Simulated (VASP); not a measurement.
A run of VASP 6.6.1 is set up as follows.

The input POSCAR:

```
TiSi
1.0
    1.7616926600     -2.0540952800      0.0000000000
    1.7616926600      2.0540952800      0.0000000000
    0.0000000000      0.0000000000      3.6898159800
Ti Si
1 1
Direct
    0.5000000000      0.5000000000      0.0000000000
    0.0000000000      0.0000000000      0.5000000000
```

File INCAR.step1:

```
SYSTEM = TiSi
ALGO     = Normal         ! electronic algorithm
EDIFF    = 1E-4           ! SCF threshold, eV
ENCUT    = 520            ! plane-wave cutoff, eV
GGA      = PE             ! functional
ISMEAR   = 0              ! smearing method
LASPH    = .True.         ! aspherical terms in the spheres
LCHARG   = .False.        ! write CHGCAR
LREAL    = .False.        ! projectors in reciprocal space
LWAVE    = .True.         ! write WAVECAR
NBANDS   = 15             ! bands
NELM     = 60             ! most SCF steps
PREC     = Accurate       ! precision mode
SIGMA    = 0.15           ! smearing width, eV
```

Contents of INCAR.step2:

```
SYSTEM = TiSi
ALGO     = Normal         ! electronic algorithm
EDIFF    = 1E-7           ! SCF threshold, eV
ENCUT    = 520            ! plane-wave cutoff, eV
ISIF     = 2              ! what is computed and relaxed
ISMEAR   = 0              ! smearing method
ISTART   = 1            
LASPH    = .True.         ! aspherical terms in the spheres
LCHARG   = .False.        ! write CHGCAR
LMIXTAU  = .True.       
LREAL    = .False.        ! projectors in reciprocal space
LWAVE    = .False.        ! write WAVECAR
METAGGA  = R2SCAN         ! meta-GGA
NBANDS   = 15             ! bands
NELM     = 60             ! most SCF steps
PREC     = Accurate       ! precision mode
SIGMA    = 0.15           ! smearing width, eV
```

Contents of KPOINTS:

```
k-points
0
Gamma
  18 18 12
  0 0 0
```

Potentials or basis: VASP PAW PBE potentials, release 64 (Ti_sv, Si).

Run with:

```sh
$ cat potpaw_PBE.64/Ti_sv/POTCAR potpaw_PBE.64/Si/POTCAR > POTCAR
$ cp INCAR.step1 INCAR
$ mpirun -np 1 vasp_std > vasp.out
$ cp INCAR.step2 INCAR
$ mpirun -np 1 vasp_std > vasp.out
```

Question: What does it give for the band gap on the k mesh?

Answer: Zero (band 8 reaches 12.27 eV, above the bottom of band 9 at 10.20 eV).

Question: Estimate the pressure.

Answer: 13.6 GPa.

Stress tensor (GPa, compression positive):
```
14.40  0.00  0.00
 0.00 10.09  0.00
 0.00  0.00 16.31
```

Caveat: the cell differs from its parent crystal (strain -0.030 along x and y, -0.030 along z); the PAW data sets were made with another functional, which shifts forces and pressure a little.
